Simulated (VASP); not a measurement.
Set up this calculation in VASP 6.6.1, as the native input.

| Property | Result |
| --- | --- |
| Task | single point |
| Functional | RPBE |
| Potentials or basis | VASP PAW PBE potentials, release 64 (Pb_d, F) |
| Cutoff | 520 eV |
| k mesh | 4 × 4 × 5 |
| Occupations | fermi-dirac, width 0.1 eV |
| Spin | no spin polarisation |
| Dipole correction | no |
| Further INCAR settings | ALGO = Normal; EDIFF = 1e-06; NBANDS = 67 |

The structure of Pb3F2 lies in POSCAR:

```
Pb3F2
1.0
    7.5773060000      0.0000000000      0.0000000000
    0.0000000000      7.5773060000      0.0000000000
    0.0000000000      0.0000000000      4.4221330000
Pb F
6 4
Direct
    0.3714000000      0.8714000000      0.5000000000
    0.1286000000      0.3714000000      0.5000000000
    0.6286000000      0.1286000000      0.5000000000
    0.8714000000      0.6286000000      0.5000000000
    0.0000000000      0.0000000000      0.5000000000
    0.5000000000      0.5000000000      0.5000000000
    0.1734000000      0.6734000000      0.0000000000
    0.3266000000      0.1734000000      0.0000000000
    0.8266000000      0.3266000000      0.0000000000
    0.6734000000      0.8266000000      0.0000000000
```

One way to write it, as run:

INCAR

```
SYSTEM = Pb3F2
  PREC = Accurate
  ENCUT = 520
  EDIFF = 1E-6
  ISMEAR = -1
  SIGMA = 0.1
  LREAL = .FALSE.
  LASPH = .TRUE.
  NELM = 80
  ALGO = Normal
  ISIF = 2
  LWAVE = .FALSE.
  LCHARG = .FALSE.
  GGA = RP
  NBANDS = 67
```

KPOINTS

```
Automatic mesh
0
G
  4 4 5
  0 0 0
```

Potentials or basis: VASP PAW PBE potentials, release 64 (Pb_d, F).

Run with:

```bash
$ cat potpaw_PBE.64/Pb_d/POTCAR potpaw_PBE.64/F/POTCAR > POTCAR
$ mpirun -np 1 vasp_std > vasp.out
```

It gave:

```yaml
Pressure: 3.6 GPa
Largest_force: 1.777 eV/Å
Band_gap_on_the_k_mesh: zero (bands 56 and 57 overlap by 1.43 eV)
```

Caveat: the stress differs along the axes, from -4 to 8 GPa; the PAW data sets were made with another functional, which shifts forces and pressure a little; spin-orbit coupling is left out, which moves the levels of the heavy elements.

Wall time 3.8 min on 1 thread of Intel(R) Xeon(R) Platinum 8559C (Emerald Rapids) (shared host), peak memory 0.44 GiB.
